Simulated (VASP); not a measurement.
Here is a VASP 6.6.1 calculation.

Contents of INCAR:

```
  PREC = Accurate
  ENCUT = 520
  EDIFF = 1E-6
  ISMEAR = 0
  SIGMA = 0.2
  LREAL = F
  LASPH = T
  NELM = 80
  ALGO = Normal
  ISIF = 2
  LWAVE = F
  LCHARG = F
  GGA = PE
  NBANDS = 23
```

Contents of KPOINTS:

```
regular mesh
0
Gamma
  6 6 6
```

File POSCAR:

```
Si3C4
1.0
    1.5485944859      0.8940814433      8.9870877873
   -1.5485944859      0.8940814433      8.9870877873
    0.0000000000     -1.7881628866      8.9870877873
Si C
3 4
Direct
    0.7745507884      0.7745507884      0.7745507884
    0.2246248364      0.2246248364      0.2246248364
   -0.0004561060     -0.0004561060     -0.0004561060
    0.7033881579      0.7033881579      0.7033881579
    0.1223489928      0.1223489928      0.1223489928
    0.2957707282      0.2957707282      0.2957707282
    0.8767726024      0.8767726024      0.8767726024
```

Potentials or basis: VASP PAW PBE potentials, release 64 (Si, C).

Run with:

```sh
$ cat potpaw_PBE.64/Si/POTCAR potpaw_PBE.64/C/POTCAR > POTCAR
$ mpirun -np 1 vasp_std > vasp.out
```

Predict the band gap on the k mesh.

zero (bands 14 and 15 overlap by 0.74 eV).

What does it give for the largest force?

0.024 eV/Å.

Predict the pressure.

0.0 GPa.

Forces on the atoms (eV/Å):
```
Si   0.000  0.000  0.015
Si   0.000  0.000 -0.024
Si   0.000  0.000  0.003
C    0.000  0.000 -0.001
C    0.000  0.000 -0.009
C    0.000  0.000  0.002
C    0.000  0.000  0.014
```

Caveat: the k points lie up to 0.39 Å⁻¹ apart, too coarse for converged energies and pressures of a metal; semilocal functionals underestimate gaps, so a narrow gap can read as zero.
